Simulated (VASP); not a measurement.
Write the native input for VASP 6.6.1 that does the following.

* Task: single point
* Functional: BLYP
* Potentials or basis: VASP PAW PBE potentials, release 64 (Os)
* Cutoff: 520 eV
* k mesh: 11 × 11 × 6
* Occupations: fermi-dirac, width 0.05 eV
* Spin: no spin polarisation
* Dipole correction: no
* Further INCAR settings: ALGO = Normal; EDIFF = 1e-06; NBANDS = 15

The structure of Os lies in POSCAR:

```
Os
1.0
    2.7522071502      0.0000000000      0.0000000000
   -1.3761035751      2.3834813086      0.0000000000
    0.0000000000      0.0000000000      4.3483081185
Os
2
Direct
    0.6666666667      0.3333333333      0.7500000000
    0.3333333333      0.6666666667      0.2500000000
```

The input as run:

INCAR

```
SYSTEM = Os
PREC = Accurate
ENCUT = 520
EDIFF = 1E-6
ISMEAR = -1
SIGMA = 0.05
LREAL = .FALSE.
LASPH = .TRUE.
NELM = 100
ALGO = Normal
ISIF = 2
LWAVE = .FALSE.
LCHARG = .FALSE.
GGA = B5
ALDAX = 1.0
AGGAX = 1.0
AGGAC = 1.0
ALDAC = 0.0
NBANDS = 15
```

KPOINTS

```
Automatic mesh
0
G
  11 11 6
  0 0 0
```

Potentials or basis: VASP PAW PBE potentials, release 64 (Os).

The run is started by

```bash
$ cat potpaw_PBE.64/Os/POTCAR > POTCAR
$ mpirun -np 1 vasp_std > vasp.out
```

Results of the run:

```yaml
Pressure: 20.4 GPa
Band_gap_on_the_k_mesh: zero (band 8 reaches 11.79 eV, above the bottom of band 9 at 8.01 eV)
```

Caveat: the PAW data sets were made with another functional, which shifts forces and pressure a little; spin-orbit coupling is left out, which moves the levels of the heavy elements.

It took 19 s on 1 thread of AMD EPYC 7R13 Processor (Zen 3), on a shared host, peak memory 0.12 GiB.
